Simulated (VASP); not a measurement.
GaAs: electric field gradients with LDA

Crystal: GaAs.

```
Ga As
1.0
     0.00000    2.84557    2.84557
     2.84557    0.00000    2.84557
     2.84557    2.84557    0.00000
Ga As
1 1
Direct
  0.00000 0.00000 0.00000
  0.75000 0.75000 0.75000
```

```json
{"Program": "VASP 6.6.1", "Task": "electric field gradients", "Functional": "LDA", "Potentials or basis": "VASP PAW LDA potentials, release 64 (Ga_d, As)", "Cutoff": "520 eV", "k mesh": "11 × 11 × 11", "Occupations": "fermi-dirac, width 0.05 eV", "Spin": "no spin polarisation", "Dipole correction": "no", "Further INCAR settings": "ALGO = Normal; EDIFF = 1e-08; NBANDS = 16"}
```

The pressure is -2.8 GPa and the band gap on the k mesh is 0.19 eV. The largest electric field gradient by atom is under 0.05 V/Å² on every atom.

Levels at points of the mesh, in eV from the valence-band top:
```
           k point  band 7  band 8  band 9  band 10  band 11  band 12
(0.00, 0.00, 0.00)    0.00    0.00    0.00     0.19     3.67     3.67
```

Run time: 62 s on 1 thread of Intel Xeon 8259CL, with other jobs on the host, peak memory 0.18 GiB.

Caveat: semilocal functionals underestimate gaps, and a narrow one can read as zero.
